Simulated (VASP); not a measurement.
# PbO2 (Fm-3m) in VASP: vibrations by perturbation theory with PBEsol

Aim: the vibrations by perturbation theory of PbO2 with PBEsol.

Program: VASP 6.6.1. These are calculated values, not measurements. Logs are shortened: lines on timing, memory, paths and dates and some standing lists are left out, and cuts for length are marked.

### Step 1. The cell of the first run

It takes space group Fm-3m (No. 225, cubic). The conventional cell has a = 5.328 Å, b = 5.328 Å, c = 5.328 Å, α = 90.00°, β = 90.00°, γ = 90.00°. Pb (site symmetry m-3m) has 8 O at 2.31 Å within 3.0 Å. O (site symmetry -43m) has 4 Pb at 2.31 Å and 6 O at 2.66 Å within 3.0 Å.

### Step 2. Vibrations by perturbation theory, PBEsol (phonons by finite displacements)

INCAR reads:

```
ALGO = Normal ; EDIFF = 1E-8
ENCUT = 520 ; GGA = PS
IBRION = 8 ; ISIF = 2
ISMEAR = 0 ; LASPH = T
LCHARG = F ; LREAL = F
LWAVE = F ; NELM = 60
NSW = 1 ; PREC = Accurate
SIGMA = 0.15
```

KPOINTS reads:

```
k-points
0
Gamma
  12 12 12
```

POSCAR reads:

```
PbO2
1.0
    0.0000000000      2.6640411163      2.6640411163
    2.6640411163      0.0000000000      2.6640411163
    2.6640411163      2.6640411163      0.0000000000
Pb O
1 2
Direct
    0.0000000000      0.0000000000      0.0000000000
    0.2500000000      0.2500000000      0.2500000000
    0.7500000000      0.7500000000      0.7500000000
```

Potentials or basis: VASP PAW PBE potentials, release 64 (Pb_d, O).

Run with:

```
cat potpaw_PBE.64/Pb_d/POTCAR potpaw_PBE.64/O/POTCAR > POTCAR
mpirun -np 1 vasp_std > vasp.out
```

OUTCAR:

```text
EDIFF = 1E-8
   ENCUT = 520
   GGA = PS
   IBRION = 8
   ISIF = 2
   ISMEAR = 0
   LASPH = T
   LREAL = F
   NELM = 60
   NSW = 1
   PREC = Accurate

 ion  position               nearest neighbor table
   1  0.000  0.000  0.000-   3 2.31   3 2.31   3 2.31   2 2.31   3 2.31   2 2.31   2 2.31   2 2.31

   2  0.250  0.250  0.250-   1 2.31   1 2.31   1 2.31   1 2.31
   3  0.750  0.750  0.750-   1 2.31   1 2.31   1 2.31   1 2.31

  LATTYP: Found a face centered cubic cell.
 ALAT       =     5.3280822326

  Lattice vectors:

 A1 = (   0.0000000000,   2.6640411163,   2.6640411163)
 A2 = (   2.6640411163,   0.0000000000,   2.6640411163)
 A3 = (   2.6640411163,   2.6640411163,   0.0000000000)

Analysis of symmetry for initial positions (statically):
=====================================================================
 Subroutine PRICEL returns:
 Original cell was already a primitive cell.

 Routine SETGRP: Setting up the symmetry group for a
 face centered cubic supercell.

 Subroutine GETGRP returns: Found 48 space group operations
 (whereof 48 operations were pure point group operations)
 out of a pool of 48 trial point group operations.

The static configuration has the point symmetry O_h .

Analysis of symmetry for dynamics (positions and initial velocities):
=====================================================================
 Subroutine PRICEL returns:
 Original cell was already a primitive cell.

 Routine SETGRP: Setting up the symmetry group for a
 face centered cubic supercell.

 Subroutine GETGRP returns: Found 48 space group operations
 (whereof 48 operations were pure point group operations)
 out of a pool of 48 trial point group operations.

The dynamic configuration has the point symmetry O_h .

 Subroutine INISYM returns: Found 48 space group operations
 (whereof 48 operations are pure point group operations),
 and found     1 'primitive' translations

----------------------------------------------------------------------------------------

                                     Primitive cell

  volume of cell :      37.8140

  direct lattice vectors                    reciprocal lattice vectors
     0.000000000  2.664041116  2.664041116    -0.187684791  0.187684791  0.187684791
     2.664041116  0.000000000  2.664041116     0.187684791 -0.187684791  0.187684791
     2.664041116  2.664041116  0.000000000     0.187684791  0.187684791 -0.187684791

  length of vectors
     3.767523077  3.767523077  3.767523077     0.325079594  0.325079594  0.325079594

  position of ions in fractional coordinates (direct lattice)
     0.000000000  0.000000000  0.000000000
     0.250000000  0.250000000  0.250000000
     0.750000000  0.750000000  0.750000000

  ion indices of the primitive-cell ions
   primitive index   ion index
                 1           1
                 2           2
                 3           3

----------------------------------------------------------------------------------------

 KPOINTS: k-points

Automatic generation of k-mesh.
 Grid dimensions read from file:
 generate k-points for:   12   12   12

 Generating k-lattice:

  Cartesian coordinates                     Fractional coordinates (reciprocal lattice)
    -0.015640399  0.015640399  0.015640399     0.083333333  0.000000000  0.000000000
     0.015640399 -0.015640399  0.015640399     0.000000000  0.083333333  0.000000000
[... 94 lines left out ...]
   NGX = 13   NGY = 13   NGZ = 13

--------------------------------------- Ionic step        1  -------------------------------------------

 number of electron      26.0000016 magnetization

 Free energy of the ion-electron system (eV)
  ---------------------------------------------------
  ext. energy  EPLUGINS =         0.00000000
  ---------------------------------------------------
  free energy    TOTEN  =       -16.79659130 eV

  energy without entropy =      -16.79219973  energy(sigma->0) =      -16.79439551

 E-fermi :   6.0960     XC(G=0): -11.6523

 val. band max:        6.0658764806   @ k =  -0.2500   0.5000   0.2500
 cond. band min:       6.1537250055   @ k =  -0.0833   0.0833   0.0000
 fundamental gap:      0.0878485249
 Fermi energy:         6.0959718995

 k-point     1 :       0.0000    0.0000    0.0000
  band No.  band energies     occupation
      1     -12.7788      2.00000
      2      -9.6488      2.00000
      3      -9.6488      2.00000
      4      -9.6488      2.00000
      5      -9.6186      2.00000
      6      -9.3540      2.00000
[... 457 lines left out ...]
      4      -9.4256      2.00000
      5      -9.3154      2.00000
      6      -9.0214      2.00000
[... 9 lines left out ...]
     16      15.3879      0.00000
     17      16.0242      0.00000

 [... further k-points ...]

------------------------ aborting loop because EDIFF is reached ----------------------------------------

  FORCE on cell =-STRESS in cart. coord.  units (eV):
  Direction    XX          YY          ZZ          XY          YZ          ZX
  --------------------------------------------------------------------------------------
  -------------------------------------------------------------------------------------
  Total        0.0663112      0.0663112      0.0663112      0.0000000      0.0000000      0.0000000
  in kB        2.8096016      2.8096016      2.8096016      0.0000000      0.0000000      0.0000000
  external PRESSURE =       2.8096016 kB  Pullay stress =       0.0000000 kB

 VOLUME and BASIS-vectors are now :
 -----------------------------------------------------------------------------
  energy-cutoff  :      520.00
  volume of cell :       37.81
      direct lattice vectors                 reciprocal lattice vectors
     0.000000000  2.664041116  2.664041116    -0.187684791  0.187684791  0.187684791
     2.664041116  0.000000000  2.664041116     0.187684791 -0.187684791  0.187684791
     2.664041116  2.664041116  0.000000000     0.187684791  0.187684791 -0.187684791

 POSITION                                       TOTAL-FORCE (eV/Angst)
 -----------------------------------------------------------------------------------
      0.00000      0.00000      0.00000         0.000000     -0.000000      0.000000
      1.33202      1.33202      1.33202         0.000000      0.000000     -0.000000
      3.99606      3.99606      3.99606        -0.000000     -0.000000      0.000000
 -----------------------------------------------------------------------------------
    total drift:                                0.000000      0.000000      0.000000

  FREE ENERGIE OF THE ION-ELECTRON SYSTEM (eV)
  ---------------------------------------------------
  free  energy   TOTEN  =       -16.7965913010 eV

  energy  without entropy=      -16.7921997289  energy(sigma->0) =      -16.79439551

[... ionic steps 2 to 3 ...]

--------------------------------------- Ionic step        4  -------------------------------------------

------------------------ aborting loop because EDIFF is reached ----------------------------------------

[... ionic steps 5 to 6 ...]

--------------------------------------- Ionic step        7  -------------------------------------------

 Free energy of the ion-electron system (eV)
  ---------------------------------------------------
  ---------------------------------------------------
  free energy    TOTEN  =        -0.36450858 eV

  energy without entropy =       -0.36450858

------------------------ aborting loop because EDIFF is reached ----------------------------------------

 INTERNAL STRAIN TENSOR  FOR ION    2  DIRECTION 1   (eV/Angst):
 -----------------------------------------------------------------------------
     0.00218  0.00000  0.00000
     0.00000 -0.00316 -2.27998
     0.00000 -2.27998 -0.00316

 INTERNAL STRAIN TENSOR FOR ION    3 for displacements in x,y,z  (eV/Angst):
          X           Y           Z          XY          YZ          ZX
  --------------------------------------------------------------------------------
  x     0.00000     0.00000     0.00000     0.00000     2.27998     0.00000
  y     0.00000    -0.00000     0.00000     0.00000     0.00000     2.27998
  z     0.00000     0.00000    -0.00000     2.27998     0.00000     0.00000

 SECOND DERIVATIVES (NOT SYMMETRIZED)
 ------------------------------------
               1X          1Y          1Z          2X          2Y          2Z          3X          3Y          3Z
  1X    -7.311530    0.000000    0.000000    3.655765    0.000000    0.000000    3.655765    0.000000    0.000000
  1Y     0.000000   -7.311530    0.000000    0.000000    3.655765    0.000000    0.000000    3.655765    0.000000
  1Z     0.000000    0.000000   -7.311530    0.000000    0.000000    3.655765    0.000000    0.000000    3.655765
  2X     3.666701    0.000000    0.000000   -7.388083    0.000000    0.000000    3.721382    0.000000    0.000000
  2Y     0.000000    3.666701    0.000000    0.000000   -7.388083    0.000000    0.000000    3.721382    0.000000
  2Z     0.000000    0.000000    3.666701    0.000000    0.000000   -7.388083    0.000000    0.000000    3.721382
  3X     3.666701    0.000000    0.000000    3.721382    0.000000    0.000000   -7.388083    0.000000    0.000000
  3Y     0.000000    3.666701    0.000000    0.000000    3.721382    0.000000    0.000000   -7.388083    0.000000
  3Z     0.000000    0.000000    3.666701    0.000000    0.000000    3.721382    0.000000    0.000000   -7.388083

 Eigenvectors and eigenvalues of the dynamical matrix
 ----------------------------------------------------

   1 f  =   13.026787 THz    81.849718 2PiTHz  434.526847 cm-1    53.874438 meV
             X         Y         Z           dx          dy          dz
      0.000000  0.000000  0.000000     0.000000   -0.000000   -0.000000
      1.332021  1.332021  1.332021     0.696793   -0.120329    0.000000
      3.996062  3.996062  3.996062    -0.696793    0.120329    0.000000
[... 43 lines left out ...]
   9 f/i=    0.004083 THz     0.025654 2PiTHz    0.136192 cm-1     0.016886 meV
             X         Y         Z           dx          dy          dz
      0.000000  0.000000  0.000000     0.014721   -0.010043   -0.930725
      1.332021  1.332021  1.332021     0.004085   -0.002787   -0.258249
      3.996062  3.996062  3.996062     0.004085   -0.002787   -0.258249

--------------------------------------------------------------------------------------------------------

 ELASTIC MODULI CONTR FROM IONIC RELAXATION (kBar)
 Direction    XX          YY          ZZ          XY          YZ          ZX
 --------------------------------------------------------------------------------
 XX          -0.0000     -0.0000     -0.0000     -0.0000     -0.0000     -0.0000
 YY          -0.0000     -0.0000     -0.0000     -0.0000     -0.0000      0.0000
 ZZ          -0.0000     -0.0000     -0.0000      0.0000     -0.0000     -0.0000
 XY          -0.0000     -0.0000      0.0000    -39.6512      0.0000      0.0000
 YZ          -0.0000     -0.0000     -0.0000      0.0000    -39.6512     -0.0000
 ZX          -0.0000      0.0000     -0.0000      0.0000     -0.0000    -39.6512
 --------------------------------------------------------------------------------
```

It used 630 s of CPU time on 1 thread of AMD EPYC 7R13 Processor (Zen 3), on a shared host.

Results:

| Item | Value |
| --- | --- |
| Highest phonon frequency at Γ, LO-TO splitting left out | 435 cm⁻¹ |

Phonon frequencies in cm⁻¹ (negative: imaginary):
| q point | frequencies |
| --- | --- |
| (0.000, 0.000, 0.000) | 0 0 0 268 268 268 435 435 435 |

Caveat: the cell differs from its parent crystal (phonons by finite displacements); the PAW data sets were made with another functional, which shifts forces and pressure a little; spin-orbit coupling is left out, which moves the levels of the heavy elements.
